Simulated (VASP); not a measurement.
# AlAs (F-43m) in VASP: settings compared, part 2 of 2

VASP 6.6.1. Earlier steps stand in the parts before.

### 3 Single point, PBE, non-collinear spin, zero start, spin-orbit coupling

This run uses another cell than the first one, of 22.88 Å³/atom.

File INCAR:

```
ALGO     = Normal         # electronic algorithm
EDIFF    = 1E-6           # SCF threshold, eV
ENCUT    = 500            # plane-wave cutoff, eV
GGA      = PE             # functional
GGA_COMPAT= F            
ISIF     = 2              # what is computed and relaxed
ISMEAR   = 0              # smearing method
LASPH    = T              # aspherical terms in the spheres
LCHARG   = F              # write CHGCAR
LORBIT   = 11             # projections on sites
LORBMOM  = T            
LREAL    = F              # projectors in reciprocal space
LSORBIT  = T              # spin-orbit coupling
LWAVE    = F              # write WAVECAR
MAGMOM   = 0 0 0 0 0 0    # initial moments
NBANDS   = 20             # bands
NELM     = 200            # most SCF steps
PREC     = Accurate       # precision mode
SIGMA    = 0.01           # smearing width, eV
```

File KPOINTS:

```
k-points
0
Gamma
  8 8 8
```

File POSCAR:

```
AlAs
1.0
    0.0000000000      2.8389251756      2.8389251756
    2.8389251756      0.0000000000      2.8389251756
    2.8389251756      2.8389251756      0.0000000000
Al As
1 1
Direct
    0.0000000000      0.0000000000      0.0000000000
    0.2500000000      0.2500000000      0.2500000000
```

Potentials or basis: VASP PAW PBE potentials, release 64 (Al, As).

The run is started by

```sh
$ cat potpaw_PBE.64/Al/POTCAR potpaw_PBE.64/As/POTCAR > POTCAR
$ mpirun -np 1 vasp_ncl > vasp.out
```

OUTCAR:

```text
EDIFF = 1E-6
   ENCUT = 500
   GGA = PE
   ISIF = 2
   ISMEAR = 0
   LASPH = T
   LORBIT = 11
   LREAL = F
   LSORBIT = T
   NELM = 200
   PREC = Accurate

 ion  position               nearest neighbor table
   1  0.000  0.000  0.000-   2 2.46   2 2.46   2 2.46   2 2.46
   2  0.250  0.250  0.250-   1 2.46   1 2.46   1 2.46   1 2.46

  LATTYP: Found a face centered cubic cell.
 ALAT       =     5.6778503512

  Lattice vectors:

 A1 = (   0.0000000000,   2.8389251756,   2.8389251756)
 A2 = (   2.8389251756,   0.0000000000,   2.8389251756)
 A3 = (   2.8389251756,   2.8389251756,   0.0000000000)

Analysis of symmetry for initial positions (statically):
=====================================================================
 Subroutine PRICEL returns:
 Original cell was already a primitive cell.

 Routine SETGRP: Setting up the symmetry group for a
 face centered cubic supercell.

 Subroutine GETGRP returns: Found 24 space group operations
 (whereof 24 operations were pure point group operations)
 out of a pool of 48 trial point group operations.

The static configuration has the point symmetry T_d .

Analysis of symmetry for dynamics (positions and initial velocities):
=====================================================================
 Subroutine PRICEL returns:
 Original cell was already a primitive cell.

 Routine SETGRP: Setting up the symmetry group for a
 face centered cubic supercell.

 Subroutine GETGRP returns: Found 24 space group operations
 (whereof 24 operations were pure point group operations)
 out of a pool of 48 trial point group operations.

The dynamic configuration has the point symmetry T_d .

Analysis of structural, dynamic, and magnetic symmetry:
=====================================================================
 Subroutine PRICEL returns:
 Original cell was already a primitive cell.

 Routine SETGRP: Setting up the symmetry group for a
 face centered cubic supercell.

 Subroutine GETGRP returns: Found 24 space group operations
 (whereof 24 operations were pure point group operations)
 out of a pool of 48 trial point group operations.

The overall configuration has the point symmetry T_d .

 Subroutine INISYM returns: Found 24 space group operations
 (whereof 24 operations are pure point group operations),
 and found     1 'primitive' translations

----------------------------------------------------------------------------------------

                                     Primitive cell

  volume of cell :      45.7606

  direct lattice vectors                    reciprocal lattice vectors
     0.000000000  2.838925176  2.838925176    -0.176122993  0.176122993  0.176122993
     2.838925176  0.000000000  2.838925176     0.176122993 -0.176122993  0.176122993
     2.838925176  2.838925176  0.000000000     0.176122993  0.176122993 -0.176122993

  length of vectors
[... 698 lines left out ...]

  FORCE on cell =-STRESS in cart. coord.  units (eV):
  Direction    XX          YY          ZZ          XY          YZ          ZX
  --------------------------------------------------------------------------------------
  -------------------------------------------------------------------------------------
  Total        0.5978444      0.5978444      0.5978444      0.0000000      0.0000000      0.0000000
  in kB       20.9318173     20.9318173     20.9318173      0.0000000      0.0000000      0.0000000
  external PRESSURE =      20.9318173 kB  Pullay stress =       0.0000000 kB

 VOLUME and BASIS-vectors are now :
 -----------------------------------------------------------------------------
  energy-cutoff  :      500.00
  volume of cell :       45.76
      direct lattice vectors                 reciprocal lattice vectors
     0.000000000  2.838925176  2.838925176    -0.176122993  0.176122993  0.176122993
     2.838925176  0.000000000  2.838925176     0.176122993 -0.176122993  0.176122993
     2.838925176  2.838925176  0.000000000     0.176122993  0.176122993 -0.176122993

 POSITION                                       TOTAL-FORCE (eV/Angst)
 -----------------------------------------------------------------------------------
      0.00000      0.00000      0.00000        -0.000000     -0.000000      0.000000
      1.41946      1.41946      1.41946         0.000000      0.000000     -0.000000
 -----------------------------------------------------------------------------------
    total drift:                               -0.000000     -0.000000     -0.000000

  FREE ENERGIE OF THE ION-ELECTRON SYSTEM (eV)
  ---------------------------------------------------
  free  energy   TOTEN  =        -9.3909719383 eV

  energy  without entropy=       -9.3909719383  energy(sigma->0) =       -9.39097194

 orbital moment (x)

 # of ion     p       d       tot
 ----------------------------------------
  1         0.000   0.000   0.000
  2         0.000   0.000   0.000
 ----------------------------------------
            0.000   0.000   0.000

 orbital moment (y)

 # of ion     p       d       tot
 ----------------------------------------
  1        -0.000   0.000  -0.000
  2        -0.000  -0.000  -0.000
 ----------------------------------------
           -0.000  -0.000  -0.000

 orbital moment (z)

 # of ion     p       d       tot
 ----------------------------------------
  1        -0.000   0.000  -0.000
  2         0.000  -0.000  -0.000
 ----------------------------------------
           -0.000  -0.000  -0.000

 Spin-Orbit-Coupling matrix elements

 Ion:    1  E_soc:     -0.0001869
 l=   1
     0.0000000    -0.0000312    -0.0000312
    -0.0000312     0.0000000    -0.0000312
    -0.0000312    -0.0000312     0.0000000
 l=   2
     0.0000000     0.0000000     0.0000000     0.0000000     0.0000000
     0.0000000     0.0000000     0.0000000     0.0000000     0.0000000
     0.0000000     0.0000000     0.0000000     0.0000000     0.0000000
     0.0000000     0.0000000     0.0000000     0.0000000     0.0000000
     0.0000000     0.0000000     0.0000000     0.0000000     0.0000000
 l=   3
     0.0000000     0.0000000     0.0000000     0.0000000     0.0000000     0.0000000     0.0000000
     0.0000000     0.0000000     0.0000000     0.0000000     0.0000000     0.0000000     0.0000000
     0.0000000     0.0000000     0.0000000     0.0000000     0.0000000     0.0000000     0.0000000
     0.0000000     0.0000000     0.0000000     0.0000000     0.0000000     0.0000000     0.0000000
     0.0000000     0.0000000     0.0000000     0.0000000     0.0000000     0.0000000     0.0000000
     0.0000000     0.0000000     0.0000000     0.0000000     0.0000000     0.0000000     0.0000000
     0.0000000     0.0000000     0.0000000     0.0000000     0.0000000     0.0000000     0.0000000

 Ion:    2  E_soc:     -0.0227416
 l=   1
     0.0000000    -0.0037820    -0.0037820
    -0.0037820     0.0000000    -0.0037820
    -0.0037820    -0.0037820     0.0000000
 l=   2
     0.0000000    -0.0000040     0.0000000    -0.0000040    -0.0000043
    -0.0000040     0.0000000    -0.0000032    -0.0000040    -0.0000011
     0.0000000    -0.0000032     0.0000000    -0.0000032     0.0000000
    -0.0000040    -0.0000040    -0.0000032     0.0000000    -0.0000011
    -0.0000043    -0.0000011     0.0000000    -0.0000011     0.0000000
 l=   3
     0.0000000     0.0000000     0.0000000     0.0000000     0.0000000     0.0000000     0.0000000
     0.0000000     0.0000000     0.0000000     0.0000000     0.0000000     0.0000000     0.0000000
     0.0000000     0.0000000     0.0000000     0.0000000     0.0000000     0.0000000     0.0000000
     0.0000000     0.0000000     0.0000000     0.0000000     0.0000000     0.0000000     0.0000000
     0.0000000     0.0000000     0.0000000     0.0000000     0.0000000     0.0000000     0.0000000
     0.0000000     0.0000000     0.0000000     0.0000000     0.0000000     0.0000000     0.0000000
     0.0000000     0.0000000     0.0000000     0.0000000     0.0000000     0.0000000     0.0000000

 total charge

# of ion       s       p       d       tot
------------------------------------------
    1        0.404   0.366   0.000   0.771
    2        1.193   1.680   0.024   2.897
--------------------------------------------------
tot          1.597   2.047   0.024   3.668

 magnetization (x)

# of ion       s       p       d       tot
------------------------------------------
    1       -0.000   0.000   0.000  -0.000
    2       -0.000   0.000   0.000   0.000
--------------------------------------------------
tot         -0.000   0.000   0.000   0.000

 magnetization (y)

# of ion       s       p       d       tot
------------------------------------------
    1        0.000  -0.000   0.000   0.000
    2        0.000   0.000   0.000   0.000
--------------------------------------------------
tot          0.000  -0.000   0.000   0.000

 magnetization (z)

# of ion       s       p       d       tot
------------------------------------------
    1        0.000   0.000   0.000   0.000
    2       -0.000  -0.000   0.000  -0.000
--------------------------------------------------
tot          0.000   0.000   0.000   0.000
```

Wall time 52 s (1 thread of Intel Xeon Platinum 8559C (Emerald Rapids), shared host); peak memory 0.3 GiB.

Results:

- Free energy: -9.3910 eV
- Pressure: 2.1 GPa
- Net moment: 0.00 μB per cell
- Valence electrons inside the program's atomic spheres: Al 0.77; As 2.90

Moments on the atoms (μB; x, y, z):
```
Al  0.00 0.00 0.00
As  0.00 0.00 0.00
```
